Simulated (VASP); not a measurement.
Input of a VASP 6.6.1 run:

INCAR

```
SYSTEM = P
PREC = Accurate
ENCUT = 520
EDIFF = 1E-8
ISMEAR = -1
SIGMA = 0.05
LREAL = .False.
LASPH = .True.
NELM = 100
ALGO = Normal
ISIF = 2
LWAVE = .False.
LCHARG = .False.
GGA = PE
LEFG = .True.
NBANDS = 12
```

KPOINTS

```
regular mesh
0
Gamma
  10 10 10
  0 0 0
```

File POSCAR:

```
P
1.0
    0.0000000000      2.6566464230      2.6566464230
    2.6566464230      0.0000000000      2.6566464230
    2.6566464230      2.6566464230      0.0000000000
P
2
Direct
   -0.1250000000     -0.1250000000     -0.1250000000
    0.1250000000      0.1250000000      0.1250000000
```

Potentials or basis: VASP PAW PBE potentials, release 64 (P).

Command:

```console
$ cat potpaw_PBE.64/P/POTCAR > POTCAR
$ mpirun -np 1 vasp_std > vasp.out
```

Problem. Predict the band gap on the k mesh.

Solution. Zero (bands 5 and 6 overlap by 2.43 eV).

Problem. Predict the pressure.

Solution. 4.4 GPa.

Caveat: the cell stands under pressure.
